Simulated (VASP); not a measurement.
# WC in VASP: relaxation of the atoms with PBEsol

Aim: the relaxation of the atoms of WC with PBEsol.

Everything below comes from runs of VASP 6.6.1. Logs are shortened: lines on timing, memory, paths and dates and some standing lists are left out, and cuts for length are marked.

### 1 The cell of the first run

The cell holds a slab with vacuum, 16 atoms: a = 5.811 Å, b = 5.680 Å, c = 15.194 Å, α = 90.00°, β = 90.00°, γ = 90.00°.

### 2 Relaxation of the atoms, PBEsol

The input, INCAR:

```
ALGO     = Normal         # electronic algorithm
EDIFF    = 1E-7           # SCF threshold, eV
EDIFFG   = -0.08          # ionic threshold
ENCUT    = 520            # plane-wave cutoff, eV
GGA      = PS             # functional
GGA_COMPAT= False        
IBRION   = 2              # ionic algorithm
ISIF     = 2              # what is computed and relaxed
ISMEAR   = -1             # smearing method
KPAR     = 2            
LASPH    = True           # aspherical terms in the spheres
LCHARG   = False          # write CHGCAR
LREAL    = False          # projectors in reciprocal space
LWAVE    = False          # write WAVECAR
NCORE    = 2            
NELM     = 120            # most SCF steps
NELMDL   = -8           
NELMIN   = 4            
NSW      = 45             # ionic steps
PREC     = Accurate       # precision mode
SIGMA    = 0.1            # smearing width, eV
```

The input, KPOINTS:

```
k-points
0
Gamma
  3 3 1
```

The input, POSCAR:

```
WC
1.0
    5.8108000000      0.0000000000      0.0000000000
    0.0000000000      5.6803000000      0.0000000000
    0.0000000000      0.0000000000     15.1935840000
W C
8 8
Selective dynamics
Direct
    0.0000000000      0.0000000000      0.0658173000  F F F
    0.2500000000      0.0000000000      0.2314234000  T T T
    0.0000000000      0.5000000000      0.0658173000  F F F
    0.2500000000      0.5000000000      0.2314234000  T T T
    0.5000000000      0.0000000000      0.0658173000  F F F
    0.7500000000      0.0000000000      0.2314234000  T T T
    0.5000000000      0.5000000000      0.0658173000  F F F
    0.7500000000      0.5000000000      0.2314234000  T T T
    0.5000000000      0.2500000000      0.1762213000  T T T
    0.2500000000      0.2500000000      0.3418274000  T T T
    0.5000000000      0.7500000000      0.1762213000  T T T
    0.2500000000      0.7500000000      0.3418274000  T T T
    1.0000000000      0.2500000000      0.1762213000  T T T
    0.7500000000      0.2500000000      0.3418274000  T T T
    1.0000000000      0.7500000000      0.1762213000  T T T
    0.7500000000      0.7500000000      0.3418274000  T T T
```

Potentials or basis: VASP PAW PBE potentials, release 64 (W_sv, C).

Command:

```sh
> cat potpaw_PBE.64/W_sv/POTCAR potpaw_PBE.64/C/POTCAR > POTCAR
> mpirun -np 4 vasp_std > vasp.out
```

OUTCAR:

```text
EDIFF = 1E-7
   EDIFFG = -0.08
   ENCUT = 520
   GGA = PS
   IBRION = 2
   ISIF = 2
   ISMEAR = -1
   LASPH = True
   LREAL = False
   NELM = 120
   NELMDL = -8
   NELMIN = 4
   NSW = 45
   PREC = Accurate

 ion  position               nearest neighbor table
   1  0.000  0.000  0.066-  13 2.20  15 2.20   3 2.84   3 2.84   6 2.91   2 2.91   5 2.91   5 2.91

   2  0.250  0.000  0.231-  10 2.20  12 2.20  11 2.20   9 2.20  13 2.20  15 2.20   4 2.84   4 2.84
                             5 2.91   1 2.91   6 2.91   6 2.91
   3  0.000  0.500  0.066-  13 2.20  15 2.20   1 2.84   1 2.84   8 2.91   4 2.91   7 2.91   7 2.91
[... 27 lines left out ...]
 A1 = (   0.0000000000,  -5.6803000000,   0.0000000000)
 A2 = (   5.8108000000,   0.0000000000,   0.0000000000)
 A3 = (   0.0000000000,   0.0000000000,  15.1935840000)

Analysis of symmetry for initial positions (statically):
=====================================================================
 Subroutine PRICEL returns following result:

  LATTYP: Found a simple orthorhombic cell.
 ALAT       =     2.8401500000
 B/A-ratio  =     1.0229741387
 C/A-ratio  =     5.3495709734
[... 12 lines left out ...]
 Subroutine GETGRP returns: Found  4 space group operations
 (whereof  4 operations were pure point group operations)
 out of a pool of  8 trial point group operations.

The static configuration has the point symmetry C_2v.

Analysis of symmetry for dynamics (positions and initial velocities):
=====================================================================
 Subroutine PRICEL returns following result:

  LATTYP: Found a simple orthorhombic cell.
 ALAT       =     2.8401500000
 B/A-ratio  =     1.0229741387
 C/A-ratio  =     5.3495709734
[... 12 lines left out ...]
 Subroutine GETGRP returns: Found  4 space group operations
 (whereof  4 operations were pure point group operations)
 out of a pool of  8 trial point group operations.

The dynamic configuration has the point symmetry C_2v.

Analysis of constrained symmetry for selective dynamics:
=====================================================================
 Subroutine PRICEL returns following result:

  LATTYP: Found a simple orthorhombic cell.
 ALAT       =     2.8401500000
 B/A-ratio  =     1.0229741387
 C/A-ratio  =     5.3495709734
[... 12 lines left out ...]
 Subroutine GETGRP returns: Found  4 space group operations
 (whereof  4 operations were pure point group operations)
 out of a pool of  8 trial point group operations.

The constrained configuration has the point symmetry C_2v.

 Subroutine INISYM returns: Found  4 space group operations
 (whereof  4 operations are pure point group operations),
[... 103 lines left out ...]
   LORBIT       =      0    0 simple, 1 ext, 2 COOP (PROOUT), +10 PAW based schemes
   GGA     = PS    functional components
   LHFCALC =     F    Hartree Fock is set to
   AEXX    =    0.0000 exact exchange contribution
   IVDW    =     0    specifies the selected vdW correction
   LEPSILON=     F    determine dielectric tensor
   LRPA    =     F    only Hartree local field effects (RPA)
 conjugate gradient relaxation of ions
 non-spin polarized calculation
  energy-cutoff  :      520.00
  volume of cell :      501.50
 maximum number of plane-waves:     13531
 NGX is ok and might be reduce to    48
   NGX = 21   NGY = 21   NGZ = 57

--------------------------------------- Ionic step        1  -------------------------------------------

 number of electron     144.0000011 magnetization

 Free energy of the ion-electron system (eV)
  ---------------------------------------------------
  ext. energy  EPLUGINS =         0.00000000
  ---------------------------------------------------
  free energy    TOTEN  =      -158.45889105 eV

  energy without entropy =     -157.91530004  energy(sigma->0) =     -158.18709554

------------------------ aborting loop because EDIFF is reached ----------------------------------------

  FORCE on cell =-STRESS in cart. coord.  units (eV):
  Direction    XX          YY          ZZ          XY          YZ          ZX
  --------------------------------------------------------------------------------------
  -------------------------------------------------------------------------------------
  Total      -30.6874385    -26.5858880    -21.7183655      0.0000000      0.0000000      0.0000000
  in kB      -98.0401097    -84.9364922    -69.3857502      0.0000000      0.0000000      0.0000000
  external PRESSURE =     -84.1207841 kB  Pullay stress =       0.0000000 kB
[... 131 lines left out ...]
  FREE ENERGIE OF THE ION-ELECTRON SYSTEM (eV)
  ---------------------------------------------------
  free  energy   TOTEN  =      -160.7023356512 eV

  energy  without entropy=     -160.3204105341  energy(sigma->0) =     -160.51137309

[... ionic steps 4 to 7 ...]

--------------------------------------- Ionic step        8  -------------------------------------------

 number of electron     144.0000003 magnetization

------------------------ aborting loop because EDIFF is reached ----------------------------------------
[... 95 lines left out ...]
--------------------------------------- Ionic step       10  -------------------------------------------

 number of electron     144.0000012 magnetization

 Free energy of the ion-electron system (eV)
  ---------------------------------------------------
  ext. energy  EPLUGINS =         0.00000000
  ---------------------------------------------------
  free energy    TOTEN  =      -161.12093364 eV

  energy without entropy =     -160.66335885  energy(sigma->0) =     -160.89214624

 E-fermi :   0.1401     XC(G=0):  -6.0863

 val. band max:        0.1225074092   @ k =   0.0000   0.3333   0.0000
 cond. band min:       0.1761280568   @ k =   0.0000   0.3333   0.0000
 fundamental gap:      0.0536206476
 Fermi energy:         0.1400987400

 k-point     1 :       0.0000    0.0000    0.0000
  band No.  band energies     occupation
      1     -74.1184      2.00000
      2     -74.0907      2.00000
      3     -74.0799      2.00000
      4     -74.0528      2.00000
      5     -73.6691      2.00000
      6     -73.6398      2.00000
[... 337 lines left out ...]
     83       1.5577      0.00000
     84       1.8675      0.00000
 [bands above 84 left out]

------------------------ aborting loop because EDIFF is reached ----------------------------------------

  FORCE on cell =-STRESS in cart. coord.  units (eV):
  Direction    XX          YY          ZZ          XY          YZ          ZX
  --------------------------------------------------------------------------------------
  -------------------------------------------------------------------------------------
  Total      -16.4501403     -3.2161647     -0.0692617      0.0000000      0.0000000      0.0000000
  in kB      -52.5548445    -10.2749906     -0.2212769      0.0000000      0.0000000      0.0000000
  external PRESSURE =     -21.0170373 kB  Pullay stress =       0.0000000 kB
[... 31 lines left out ...]
  FREE ENERGIE OF THE ION-ELECTRON SYSTEM (eV)
  ---------------------------------------------------
  free  energy   TOTEN  =      -161.1209336375 eV

  energy  without entropy=     -160.6633588491  energy(sigma->0) =     -160.89214624

 reached required accuracy - stopping structural energy minimisation
```

OSZICAR:

```text
N       E                     dE             d eps       ncg     rms          rms(c)
DAV:   1     0.161980494402E+04    0.16198E+04   -0.83345E+04   832   0.156E+03
DAV:   2    -0.761346889096E+02   -0.16959E+04   -0.16626E+04   792   0.465E+02
DAV:   3    -0.177538759134E+03   -0.10140E+03   -0.96902E+02   880   0.108E+02
[... 183 lines left out ...]
DAV:   9    -0.161120932628E+03   -0.74081E-06   -0.16832E-06   834   0.568E-03    0.126E-03
DAV:  10    -0.161120933013E+03   -0.38476E-06   -0.23992E-07   544   0.220E-03    0.995E-04
DAV:  11    -0.161120933259E+03   -0.24623E-06   -0.50099E-08   442   0.945E-04    0.373E-04
DAV:  12    -0.161120933547E+03   -0.28753E-06   -0.48630E-08   432   0.606E-04    0.163E-04
DAV:  13    -0.161120933638E+03   -0.90811E-07   -0.11504E-08   368   0.352E-04
  10 F= -.16112093E+03 E0= -.16089215E+03  d E =-.739989E-02
```

CONTCAR:

```text
WC
   1.00000000000000
     5.8108000000000004    0.0000000000000000    0.0000000000000000
     0.0000000000000000    5.6802999999999999    0.0000000000000000
     0.0000000000000000    0.0000000000000000   15.1935839999999995
  W               C
     8     8
Selective dynamics
Direct
[... 13 lines left out ...]
     0.7500000000000000    0.2500000000000000    0.3207646646673700   T   T   T
     0.0000000000000000    0.7500000000000000    0.1667420903587873   T   T   T
     0.7500000000000000    0.7500000000000000    0.3207646646673700   T   T   T

  0.00000000E+00  0.00000000E+00  0.00000000E+00
  0.00000000E+00  0.00000000E+00  0.00000000E+00
  0.00000000E+00  0.00000000E+00  0.00000000E+00
  0.00000000E+00  0.00000000E+00  0.00000000E+00
  0.00000000E+00  0.00000000E+00  0.00000000E+00
  0.00000000E+00  0.00000000E+00  0.00000000E+00
[... 8 lines left out ...]
  0.00000000E+00  0.00000000E+00  0.00000000E+00
  0.00000000E+00  0.00000000E+00  0.00000000E+00
```

Wall time 12 min (4 MPI ranks of Intel Xeon Platinum 8259CL at 2.50GHz (Skylake/Cascade Lake), shared host); peak memory 0.41 GiB.

What came out:

| Property | Result |
| --- | --- |
| Free energy | -161.1209 eV |
| Energy gained by relaxing | 166.4 meV/atom |
| Ionic steps | 10 |
| Band gap on the k mesh | zero (bands 72 and 73 overlap by 0.17 eV) |

Step by step:
| step | energy change (eV) | largest force on free atoms (eV/Å) | pressure (GPa) |
| --- | --- | --- | --- |
| 1 | 0.0000 | 2.7528 | -8.41 |
| 2 | -2.1724 | 1.1673 | -6.89 |
| 3 | -2.2434 | 0.5607 | -6.29 |
| 4 | -2.2437 | 0.6287 | -6.19 |
| 5 | -2.3737 | 0.6219 | -5.48 |
| 6 | -2.6002 | 0.6283 | -3.14 |
| 7 | -2.6205 | 0.6388 | -2.09 |
| 8 | -2.5299 | 1.1722 | -2.29 |
| 9 | -2.6546 | 0.2050 | -2.22 |
| 10 | -2.6620 | 0.0328 | -2.10 |

Final structure:
```cif
data_structure
_symmetry_space_group_name_H-M 'P 1'
_symmetry_Int_Tables_number 1
_cell_length_a 5.8108
_cell_length_b 5.6803
_cell_length_c 15.1936
_cell_angle_alpha 90.000
_cell_angle_beta 90.000
_cell_angle_gamma 90.000
_cell_volume 501.50
loop_
_atom_site_label
_atom_site_type_symbol
_atom_site_fract_x
_atom_site_fract_y
_atom_site_fract_z
_atom_site_occupancy
W1 W 0.00000 0.00000 0.06582 1
W2 W 0.25000 0.00000 0.23175 1
W3 W 0.00000 0.50000 0.06582 1
W4 W 0.25000 0.50000 0.23175 1
W5 W 0.50000 0.00000 0.06582 1
W6 W 0.75000 0.00000 0.23175 1
W7 W 0.50000 0.50000 0.06582 1
W8 W 0.75000 0.50000 0.23175 1
C1 C 0.50000 0.25000 0.16674 1
C2 C 0.25000 0.25000 0.32076 1
C3 C 0.50000 0.75000 0.16674 1
C4 C 0.25000 0.75000 0.32076 1
C5 C 0.00000 0.25000 0.16674 1
C6 C 0.75000 0.25000 0.32076 1
C7 C 0.00000 0.75000 0.16674 1
C8 C 0.75000 0.75000 0.32076 1
```

Caveat: the k points lie up to 0.37 Å⁻¹ apart; the PAW data sets were made with another functional, which shifts forces and pressure a little; spin-orbit coupling is left out, which moves the levels of the heavy elements.
